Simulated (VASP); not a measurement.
Input of a VASP 6.6.1 run:

File INCAR:

```
SYSTEM = Lu3Au
PREC     = Accurate       ! precision mode
ENCUT    = 520            ! plane-wave cutoff, eV
EDIFF    = 1E-7           ! SCF threshold, eV
ISMEAR   = 0              ! smearing method
SIGMA    = 0.1            ! smearing width, eV
LREAL    = .FALSE.        ! projectors in reciprocal space
LASPH    = .TRUE.         ! aspherical terms in the spheres
NELM     = 100            ! most SCF steps
ALGO     = Normal         ! electronic algorithm
ISIF     = 2              ! what is computed and relaxed
LWAVE    = .FALSE.        ! write WAVECAR
LCHARG   = .FALSE.        ! write CHGCAR
GGA      = PE             ! functional
NBANDS   = 51             ! bands
```

KPOINTS

```
regular mesh
0
G
  12 12 12
  0 0 0
```

POSCAR

```
Lu3Au
1.0
    0.0000000000      3.6710589629      3.6710589629
    3.6710589629      0.0000000000      3.6710589629
    3.6710589629      3.6710589629      0.0000000000
Lu Au
3 1
Direct
    0.2500000000      0.2500000000      0.2500000000
    0.7500000000      0.7500000000      0.7500000000
    0.5000000000      0.5000000000      0.5000000000
    0.0000000000      0.0000000000      0.0000000000
```

Potentials or basis: VASP PAW PBE potentials, release 64 (Lu, Au).

Command:

```sh
$ cat potpaw_PBE.64/Lu/POTCAR potpaw_PBE.64/Au/POTCAR > POTCAR
$ mpirun -np 1 vasp_std > vasp.out
```

Problem. Estimate the pressure.

Solution. 0.1 GPa.

Problem. What does it give for the band gap on the k mesh?

Solution. Zero (band 43 reaches 4.23 eV, above the bottom of band 44 at 3.73 eV).

Caveat: spin-orbit coupling is left out, which moves the levels of the heavy elements.
